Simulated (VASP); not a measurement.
# Mo6CO in VASP: further runs

Mo6CO is run at these levels: PBE; tasks: single point.

Everything below comes from runs of VASP 6.6.1. Logs are shortened: lines on timing, memory, paths and dates and some standing lists are left out, and cuts for length are marked.

## (1) The cell of the first run

The cell holds a slab with vacuum, 8 atoms: a = 4.470 Å, b = 4.470 Å, c = 22.260 Å, α = 90.00°, β = 90.00°, γ = 120.00°.

## (2) Single point, PBE

The input, INCAR:

```
SYSTEM = Mo6CO
PREC = Accurate
ENCUT = 520
EDIFF = 1E-6
ISMEAR = 0
SIGMA = 0.1
LREAL = .False.
LASPH = .True.
NELM = 80
ALGO = Normal
ISIF = 2
LWAVE = .False.
LCHARG = .True.
LDIPOL = .True.
IDIPOL = 3
DIPOL = 0.5 0.5 0.339
GGA = PE
LELF = .True.
LVHAR = .True.
LVACPOTAV = .True.
NBANDS = 57
```

The input, KPOINTS:

```
regular mesh
0
Gamma
  6 6 1
  0 0 0
```

The input, POSCAR:

```
Mo6CO
1.0
    4.4695765303      0.0000000000      0.0000000000
   -2.2347882651      3.8707668194      0.0000000000
    0.0000000000      0.0000000000     22.2595667262
Mo C O
6 1 1
Direct
    0.6666666667      0.3333333333      0.1796980170
    0.3333333333      0.6666666667      0.2206848206
    0.0000000000      0.0000000000      0.2616716241
    0.6666666667      0.3333333333      0.2990464568
    0.3333333333      0.6666666667      0.3355219825
    0.0000000000      0.0000000000      0.3710569405
    0.1666666667      0.3333333333      0.5134676190
    0.3114020655      0.6228041309      0.5269553070
```

Potentials or basis: VASP PAW PBE potentials, release 64 (Mo_sv, C, O).

Command:

```console
cat potpaw_PBE.64/Mo_sv/POTCAR potpaw_PBE.64/C/POTCAR potpaw_PBE.64/O/POTCAR > POTCAR
mpirun -np 1 vasp_std > vasp.out
```

OUTCAR:

```text
SYSTEM = Mo6CO
   PREC = Accurate
   ENCUT = 520
   EDIFF = 1E-6
   ISMEAR = 0
   LREAL = .False.
   LASPH = .True.
   NELM = 80
   ISIF = 2
   GGA = PE

 ion  position               nearest neighbor table
   1  0.667  0.333  0.180-   4 2.66   2 2.74   2 2.74   2 2.74   3 3.16   3 3.16   3 3.16
   2  0.333  0.667  0.221-   5 2.56   3 2.74   3 2.74   3 2.74   1 2.74   1 2.74   1 2.74   4 3.11
                             4 3.11   4 3.11
   3  0.000  0.000  0.262-   6 2.43   4 2.71   4 2.71   4 2.71   2 2.74   2 2.74   2 2.74   5 3.06
                             5 3.06   5 3.06   1 3.16   1 3.16   1 3.16
   4  0.667  0.333  0.299-   1 2.66   5 2.71   5 2.71   5 2.71   3 2.71   3 2.71   3 2.71   6 3.04
                             6 3.04   6 3.04   2 3.11   2 3.11   2 3.11
   5  0.333  0.667  0.336-   2 2.56   6 2.70   6 2.70   6 2.70   4 2.71   4 2.71   4 2.71   3 3.06
                             3 3.06   3 3.06
   6  0.000  0.000  0.371-   3 2.43   5 2.70   5 2.70   5 2.70   4 3.04   4 3.04   4 3.04
   7  0.167  0.333  0.513-   8 1.16
   8  0.311  0.623  0.527-   7 1.16

  LATTYP: Found a hexagonal cell.
 ALAT       =     4.4695765303
 C/A-ratio  =     4.9802406504

  Lattice vectors:

 A1 = (   4.4695765303,   0.0000000000,   0.0000000000)
 A2 = (  -2.2347882651,   3.8707668194,   0.0000000000)
 A3 = (   0.0000000000,   0.0000000000,  22.2595667262)

Analysis of symmetry for initial positions (statically):
=====================================================================
 Subroutine PRICEL returns:
 Original cell was already a primitive cell.

 Routine SETGRP: Setting up the symmetry group for a
 hexagonal supercell.

 Subroutine GETGRP returns: Found  2 space group operations
 (whereof  2 operations were pure point group operations)
 out of a pool of 24 trial point group operations.

The static configuration has the point symmetry C_1h.

Analysis of symmetry for dynamics (positions and initial velocities):
=====================================================================
 Subroutine PRICEL returns:
 Original cell was already a primitive cell.

 Routine SETGRP: Setting up the symmetry group for a
 hexagonal supercell.

 Subroutine GETGRP returns: Found  2 space group operations
 (whereof  2 operations were pure point group operations)
 out of a pool of 24 trial point group operations.

The dynamic configuration has the point symmetry C_1h.

 Subroutine INISYM returns: Found  2 space group operations
 (whereof  2 operations are pure point group operations),
 and found     1 'primitive' translations

----------------------------------------------------------------------------------------

                                     Primitive cell

  volume of cell :     385.1058

  direct lattice vectors                    reciprocal lattice vectors
     4.469576530  0.000000000  0.000000000     0.223734842  0.129173371  0.000000000
    -2.234788265  3.870766819  0.000000000     0.000000000  0.258346743  0.000000000
     0.000000000  0.000000000 22.259566726     0.000000000  0.000000000  0.044924504

  length of vectors
     4.469576530  4.469576530 22.259566726     0.258346743  0.258346743  0.044924504

  position of ions in fractional coordinates (direct lattice)
     0.666666667  0.333333333  0.179698017
     0.333333333  0.666666667  0.220684821
     0.000000000  0.000000000  0.261671624
     0.666666667  0.333333333  0.299046457
     0.333333333  0.666666667  0.335521982
     0.000000000  0.000000000  0.371056940
     0.166666667  0.333333333  0.513467619
     0.311402065  0.622804131  0.526955307

  ion indices of the primitive-cell ions
   primitive index   ion index
                 1           1
                 2           2
                 3           3
                 4           4
                 5           5
                 6           6
                 7           7
                 8           8

----------------------------------------------------------------------------------------

 KPOINTS: regular mesh

Automatic generation of k-mesh.
 Grid dimensions read from file:
 generate k-points for:    6    6    1

 Generating k-lattice:

  Cartesian coordinates                     Fractional coordinates (reciprocal lattice)
     0.037289140  0.021528895  0.000000000     0.166666667  0.000000000  0.000000000
     0.000000000  0.043057790  0.000000000     0.000000000  0.166666667  0.000000000
     0.000000000  0.000000000  0.044924504     0.000000000  0.000000000  1.000000000

  Length of vectors
     0.043057790  0.043057790  0.044924504

  Shift w.r.t. Gamma in fractional coordinates (k-lattice)
     0.000000000  0.000000000  0.000000000

 Subroutine IBZKPT returns following result:
 ===========================================

 Found     13 irreducible k-points:

 Following reciprocal coordinates:
            Coordinates               Weight
  0.000000  0.000000  0.000000      1.000000
  0.166667  0.000000  0.000000      4.000000
[... 34 lines left out ...]
   NFREE  =      0    steps in history (QN), initial steepest desc. (CG)
   ISIF   =      2    stress and relaxation
   ISYM   =      2    0-nonsym 1-usesym 2-fastsym
   POTIM  = 0.5000    time-step for ionic-motion
   TEBEG  =    0.0;   TEEND  =   0.0 temperature during run
   PSTRESS=    0.0 pullay stress
   NELECT =      94.0000    total number of electrons
   NUPDOWN=      -1.0000    fix difference up-down
   EMIN   =  10.00;   EMAX   =-10.00  energy-range for DOS
   EFERMI =   0.00;   METHOD = LEGACY
   ISMEAR =     0;   SIGMA  =   0.10  broadening in eV -4-tet -1-fermi 0-gaus
   EFERMI_NEDOS =   21; number of points for ismear=-14 and -15
   IALGO  =     38    algorithm
   IMIX   =      4    mixing-type and parameters
     AMIX     =   0.40;   BMIX     =  1.00
     AMIX_MAG =   1.60;   BMIX_MAG =  1.00
  volume/ion in A,a.u.               =      48.14       324.85
  Fermi-wavevector in a.u.,A,eV,Ry     =   1.023114  1.933405 14.242069  1.046763
  Thomas-Fermi vector in A             =   2.156830
   LORBIT       =      0    0 simple, 1 ext, 2 COOP (PROOUT), +10 PAW based schemes
   GGA     = PE    functional components
   LHFCALC =     F    Hartree Fock is set to
   AEXX    =    0.0000 exact exchange contribution
   IVDW    =     0    specifies the selected vdW correction
   LEPSILON=     F    determine dielectric tensor
   LRPA    =     F    only Hartree local field effects (RPA)
 non-spin polarized calculation
 Gauss-broadening in eV      SIGMA  =   0.10
  energy-cutoff  :      520.00
  volume of cell :      385.11
 maximum number of plane-waves:     10413
 NGX is ok and might be reduce to    36
   NGX = 17   NGY = 17   NGZ = 83

 dipolmoment           0.000000      0.000000     -0.006407 electrons x Angstroem

 number of electron      94.0000005 magnetization

 dipolmoment           0.000000      0.000000      0.028432 electrons x Angstroem

 Free energy of the ion-electron system (eV)
  ---------------------------------------------------
  ext. energy  EPLUGINS =         0.00000000
  ---------------------------------------------------
  free energy    TOTEN  =       -73.59092662 eV

  energy without entropy =      -73.53882035  energy(sigma->0) =      -73.56487348

 E-fermi :   0.6555     XC(G=0):  -5.0078

 val. band max:        0.6497799855   @ k =  -0.3333   0.1667   0.0000
 cond. band min:       0.6572196990   @ k =   0.3333   0.0000   0.0000
 fundamental gap:      0.0074397135
 Fermi energy:         0.6555120652

 k-point     1 :       0.0000    0.0000    0.0000
  band No.  band energies     occupation
      1     -60.4997      2.00000
      2     -60.2709      2.00000
      3     -60.2177      2.00000
      4     -60.1922      2.00000
      5     -60.0497      2.00000
      6     -59.9825      2.00000
[... 49 lines left out ...]
     56       2.4671      0.00000
     57       2.6984      0.00000

 k-point     2 :       0.1667    0.0000    0.0000
  band No.  band energies     occupation
      1     -60.4784      2.00000
      2     -60.2711      2.00000
      3     -60.2254      2.00000
      4     -60.1905      2.00000
      5     -60.0552      2.00000
      6     -59.9931      2.00000
[... 654 lines left out ...]
      1     -60.3385      2.00000
      2     -60.3259      2.00000
      3     -60.2774      2.00000
      4     -60.1582      2.00000
      5     -60.0823      2.00000
      6     -60.0354      2.00000
[... 49 lines left out ...]
     56       2.2790      0.00000
     57       2.3428      0.00000

------------------------ aborting loop because EDIFF is reached ----------------------------------------

  FORCE on cell =-STRESS in cart. coord.  units (eV):
  Direction    XX          YY          ZZ          XY          YZ          ZX
  --------------------------------------------------------------------------------------
  -------------------------------------------------------------------------------------
  Total       -5.4362883     -7.2212268     -2.2534013     -0.0000000     -0.5661936     -0.0000000
  in kB      -22.6168943    -30.0428736     -9.3749517     -0.0000000     -2.3555670     -0.0000000
  external PRESSURE =     -20.6782399 kB  Pullay stress =       0.0000000 kB

 VOLUME and BASIS-vectors are now :
 -----------------------------------------------------------------------------
  energy-cutoff  :      520.00
  volume of cell :      385.11
      direct lattice vectors                 reciprocal lattice vectors
     4.469576530  0.000000000  0.000000000     0.223734842  0.129173371  0.000000000
    -2.234788265  3.870766819  0.000000000     0.000000000  0.258346743  0.000000000
     0.000000000  0.000000000 22.259566726     0.000000000  0.000000000  0.044924504

 POSITION                                       TOTAL-FORCE (eV/Angst)
 -----------------------------------------------------------------------------------
      2.23479      1.29026      4.00000         0.000000      0.002801      1.434351
     -0.00000      2.58051      4.91235        -0.000000     -0.004281     -0.201208
      0.00000      0.00000      5.82470         0.000000      0.001181     -1.460419
      2.23479      1.29026      6.65664        -0.000000     -0.008553     -0.140533
     -0.00000      2.58051      7.46857        -0.000000     -0.011961      0.080281
      0.00000      0.00000      8.25957         0.000000      0.060271      0.412176
      0.00000      1.29026     11.42957         0.000000      1.489288      0.104230
      0.00000      2.41073     11.72980        -0.000000     -1.528747     -0.228877
 -----------------------------------------------------------------------------------
    total drift:                                0.000000      0.000544      0.000538

  FREE ENERGIE OF THE ION-ELECTRON SYSTEM (eV)
  ---------------------------------------------------
  free  energy   TOTEN  =       -73.5909266192 eV

  energy  without entropy=      -73.5388203453  energy(sigma->0) =      -73.56487348

 vacuum level on the upper side and lower side of the slab         4.546         4.249
```

Wall time 8.9 min (1 thread of AMD EPYC 9R45 (Zen 5), shared host); peak memory 0.61 GiB.

What came out:

```yaml
Free_energy: -73.5909 eV
Largest_force: 1.546 eV/Å
Band_gap_on_the_k_mesh: zero (bands 47 and 48 overlap by 0.05 eV)
```

Forces on the atoms (eV/Å):
```
Mo   0.000  0.003  1.434
Mo   0.000 -0.004 -0.201
Mo   0.000  0.001 -1.460
Mo   0.000 -0.009 -0.141
Mo   0.000 -0.012  0.080
Mo   0.000  0.060  0.412
C    0.000  1.489  0.104
O    0.000 -1.529 -0.229
```

## (3) Single point, PBE

The input, INCAR:

```
PREC     = Accurate       # precision mode
ENCUT    = 520            # plane-wave cutoff, eV
EDIFF    = 1E-6           # SCF threshold, eV
ISMEAR   = 0              # smearing method
SIGMA    = 0.1            # smearing width, eV
LREAL    = F              # projectors in reciprocal space
LASPH    = T              # aspherical terms in the spheres
NELM     = 80             # most SCF steps
ALGO     = Normal         # electronic algorithm
ISIF     = 2              # what is computed and relaxed
LWAVE    = F              # write WAVECAR
LCHARG   = T              # write CHGCAR
LDIPOL   = T            
IDIPOL   = 3            
DIPOL    = 0.5 0.5 0.343
GGA      = PE             # functional
LELF     = T              # ELF
LVHAR    = T            
LVACPOTAV= T            
NBANDS   = 57             # bands
```

The input, KPOINTS:

```
Automatic mesh
0
Gamma
  6 6 1
```

POSCAR: that of step 2 with these lines changed.

```diff
@@ -15,2 +15,2 @@
     0.1666666667      0.3333333333      0.5134676190
-    0.3114020655      0.6228041309      0.5269553070
+    0.1666666667      0.3333333333      0.5655800439
```

Potentials or basis: VASP PAW PBE potentials, release 64 (Mo_sv, C, O).

Command:

```console
cat potpaw_PBE.64/Mo_sv/POTCAR potpaw_PBE.64/C/POTCAR potpaw_PBE.64/O/POTCAR > POTCAR
mpirun -np 1 vasp_std > vasp.out
```

It took 13 min on 1 thread of Oxide Virtual Turin-like, shared host; peak memory 0.6 GiB.

It converged, with:

| Property | Result |
| --- | --- |
| Free energy | -73.5804 eV |
| Largest force | 1.509 eV/Å |
| Band gap on the k mesh | zero (bands 47 and 48 overlap by 0.05 eV) |

Forces in eV/Å, atoms in the order of the input:
```
Mo   0.000 -0.043  1.441
Mo   0.000  0.026 -0.184
Mo   0.000 -0.022 -1.470
Mo   0.000  0.086 -0.189
Mo   0.000  0.069  0.078
Mo   0.000  0.045  0.511
C    0.000 -0.251  1.318
O    0.000  0.091 -1.507
```

Levels at points of the mesh, in eV from the Fermi level:
| k point | band 45 | band 46 | band 47 | band 48 | band 49 | band 50 |
| --- | --- | --- | --- | --- | --- | --- |
| (0.00, 0.00, 0.00) | -1.22 | -1.22 | -0.94 | 0.03 | 1.13 | 1.13 |
| (0.50, 0.00, 0.00) | -0.68 | -0.35 | 0.03 | 0.06 | 0.12 | 0.70 |
| (0.00, 0.50, 0.00) | -0.64 | -0.40 | 0.02 | 0.05 | 0.26 | 0.67 |

## (4) Single point, PBE

The input, INCAR:

```
SYSTEM = Mo6CO
ALGO = Normal
DIPOL = 0.5 0.5 0.326
EDIFF = 1E-6
ENCUT = 520
GGA = PE
IDIPOL = 3
ISIF = 2
ISMEAR = 0
LASPH = .TRUE.
LCHARG = .FALSE.
LDIPOL = .TRUE.
LREAL = .FALSE.
LWAVE = .FALSE.
NBANDS = 57
NELM = 60
PREC = Accurate
SIGMA = 0.1
```

The input, KPOINTS:

```
k-points
0
G
  6 6 1
  0 0 0
```

POSCAR: that of step 3 with these lines changed.

```diff
@@ -14,3 +14,3 @@
     0.0000000000      0.0000000000      0.3710569405
-    0.1666666667      0.3333333333      0.5134676190
-    0.1666666667      0.3333333333      0.5655800439
+    0.1666666667      0.3333333333      0.4438346374
+    0.2054483999      0.4108967998      0.4941713745
```

Command:

```console
cat potpaw_PBE.64/Mo_sv/POTCAR potpaw_PBE.64/C/POTCAR potpaw_PBE.64/O/POTCAR > POTCAR
mpirun -np 1 vasp_std > vasp.out
```

It took 14 min on 1 thread of Oxide Virtual Turin-like, shared host; peak memory 0.6 GiB.

It converged, with:

| Property | Result |
| --- | --- |
| Free energy | -74.8302 eV |
| Largest force | 2.292 eV/Å |
| Band gap on the k mesh | zero (filled and empty bands touch) |

Forces on the atoms (eV/Å):
```
Mo   0.000 -0.054  1.704
Mo   0.000 -0.128 -0.399
Mo   0.000  0.289 -2.274
Mo   0.000 -0.040 -0.714
Mo   0.000  0.031  0.553
Mo   0.000 -0.291  1.140
C    0.000 -0.432 -1.031
O    0.000  0.625  1.021
```

Levels at points of the mesh, in eV from the Fermi level:
| k point | band 43 | band 44 | band 45 | band 46 | band 47 | band 48 | band 49 | band 50 | band 51 | band 52 |
| --- | --- | --- | --- | --- | --- | --- | --- | --- | --- | --- |
| (0.00, 0.00, 0.00) | -1.36 | -1.32 | -1.21 | -1.20 | -0.72 | 0.20 | 0.81 | 1.15 | 1.19 | 1.30 |
| (0.50, 0.00, 0.00) | -1.43 | -1.34 | -0.81 | -0.21 | -0.03 | 0.15 | 0.26 | 0.70 | 1.11 | 1.43 |
| (0.00, 0.50, 0.00) | -1.44 | -1.22 | -0.72 | -0.23 | -0.05 | 0.04 | 0.34 | 0.69 | 1.20 | 1.51 |

## (5) Single point, PBE

The input, INCAR:

```
PREC     = Accurate       # precision mode
ENCUT    = 520            # plane-wave cutoff, eV
EDIFF    = 1E-6           # SCF threshold, eV
ISMEAR   = 0              # smearing method
SIGMA    = 0.1            # smearing width, eV
LREAL    = F              # projectors in reciprocal space
LASPH    = T              # aspherical terms in the spheres
NELM     = 80             # most SCF steps
ALGO     = Normal         # electronic algorithm
ISIF     = 2              # what is computed and relaxed
LWAVE    = F              # write WAVECAR
LCHARG   = F              # write CHGCAR
LDIPOL   = T            
IDIPOL   = 3            
DIPOL    = 0.5 0.5 0.331
GGA      = PE             # functional
NBANDS   = 57             # bands
```

The input, KPOINTS:

```
Automatic mesh
0
Gamma
  6 6 1
```

POSCAR: that of step 4 with these lines changed.

```diff
@@ -14,3 +14,3 @@
     0.0000000000      0.0000000000      0.3710569405
-    0.1666666667      0.3333333333      0.4438346374
-    0.2054483999      0.4108967998      0.4941713745
+    0.1666666667      0.3333333333      0.4636014193
+    0.2054483999      0.4108967998      0.5139381564
```

Command:

```console
cat potpaw_PBE.64/Mo_sv/POTCAR potpaw_PBE.64/C/POTCAR potpaw_PBE.64/O/POTCAR > POTCAR
mpirun -np 1 vasp_std > vasp.out
```

It took 15 min on 1 thread of Oxide Virtual Turin-like, shared host; peak memory 0.61 GiB.

Results (log left out):

- Free energy: -74.4343 eV
- Largest force: 2.173 eV/Å
- Band gap on the k mesh: zero (filled and empty bands overlap)

Forces on the atoms (eV/Å):
```
Mo   0.000 -0.062  1.550
Mo   0.000 -0.037 -0.274
Mo   0.000  0.102 -1.993
Mo   0.000  0.129 -0.601
Mo   0.000  0.171  0.465
Mo   0.000  0.387  2.138
C    0.000 -0.810 -0.970
O    0.000  0.120 -0.314
```

Levels at points of the mesh, in eV from the Fermi level:
| k point | band 43 | band 44 | band 45 | band 46 | band 47 | band 48 | band 49 | band 50 | band 51 | band 52 |
| --- | --- | --- | --- | --- | --- | --- | --- | --- | --- | --- |
| (0.00, 0.00, 0.00) | -1.29 | -1.27 | -1.22 | -1.22 | -0.78 | 0.26 | 0.95 | 1.12 | 1.19 | 1.22 |
| (0.50, 0.00, 0.00) | -1.44 | -1.35 | -0.77 | -0.25 | 0.01 | 0.07 | 0.15 | 0.70 | 1.17 | 1.36 |
| (0.00, 0.50, 0.00) | -1.44 | -1.19 | -0.69 | -0.35 | -0.01 | 0.04 | 0.48 | 0.53 | 1.12 | 1.44 |

## (6) Single point, PBE

The input, INCAR:

```
  ALGO = Normal
  DIPOL = 0.5 0.5 0.338
  EDIFF = 1E-7
  ENCUT = 520
  GGA = PE
  IDIPOL = 3
  ISIF = 2
  ISMEAR = 0
  LASPH = T
  LCHARG = F
  LDIPOL = T
  LREAL = F
  LWAVE = F
  NBANDS = 57
  NELM = 100
  PREC = Accurate
  SIGMA = 0.1
```

The input, KPOINTS:

```
k-points
0
Gamma
  6 6 1
```

POSCAR: that of step 5 with these lines changed.

```diff
@@ -14,3 +14,3 @@
     0.0000000000      0.0000000000      0.3710569405
-    0.1666666667      0.3333333333      0.4636014193
-    0.2054483999      0.4108967998      0.5139381564
+    0.1666666667      0.3333333333      0.4910053668
+    0.2054483999      0.4108967998      0.5413421040
```

Potentials or basis: VASP PAW PBE potentials, release 64 (Mo_sv, C, O).

Command:

```console
cat potpaw_PBE.64/Mo_sv/POTCAR potpaw_PBE.64/C/POTCAR potpaw_PBE.64/O/POTCAR > POTCAR
mpirun -np 1 vasp_std > vasp.out
```

It took 17 min on 1 thread of Oxide Virtual Turin-like, shared host; peak memory 0.61 GiB.

It converged, with:

- Free energy: -73.8123 eV
- Largest force: 1.644 eV/Å
- Band gap on the k mesh: zero (bands 47 and 48 overlap by 0.04 eV)

Forces on the atoms (eV/Å):
```
Mo   0.000 -0.063  1.454
Mo   0.000  0.028 -0.168
Mo   0.000 -0.014 -1.644
Mo   0.000  0.131 -0.345
Mo   0.000  0.143  0.168
Mo   0.000  0.153  1.184
C    0.000 -0.206  0.524
O    0.000 -0.172 -1.172
```

Levels at points of the mesh, in eV from the Fermi level:
```csv
k point,band 43,band 44,band 45,band 46,band 47,band 48,band 49,band 50,band 51,band 52
"(0.00, 0.00, 0.00)",-1.25,-1.25,-1.22,-1.22,-0.86,0.14,1.10,1.12,1.21,1.22
"(0.50, 0.00, 0.00)",-1.44,-1.30,-0.71,-0.33,0.03,0.05,0.11,0.70,1.22,1.32
"(0.00, 0.50, 0.00)",-1.44,-1.21,-0.63,-0.44,0.02,0.05,0.34,0.63,0.95,1.43
```

## (7) Summary

| cell | gap on the mesh (eV) | largest force (eV/Å) |
| --- | --- | --- |
| as given, atomic positions A | none | 1.55 |
| as given, atomic positions B | none | 1.51 |
| as given, atomic positions C | none | 2.29 |
| as given, atomic positions D | none | 2.17 |
| as given, atomic positions E | none | 1.64 |

Alike in all rows: task single point; level PBE; potentials or basis VASP PAW PBE potentials, release 64 (Mo_sv, C, O); no spin polarisation; k mesh 6 × 6 × 1; cutoff (eV) 520; smearing gaussian 0.1 eV.

Absolute energies hang on the potentials; compare differences alone.

The gap in the log of VASP goes by the Fermi energy; the results here count the filled bands.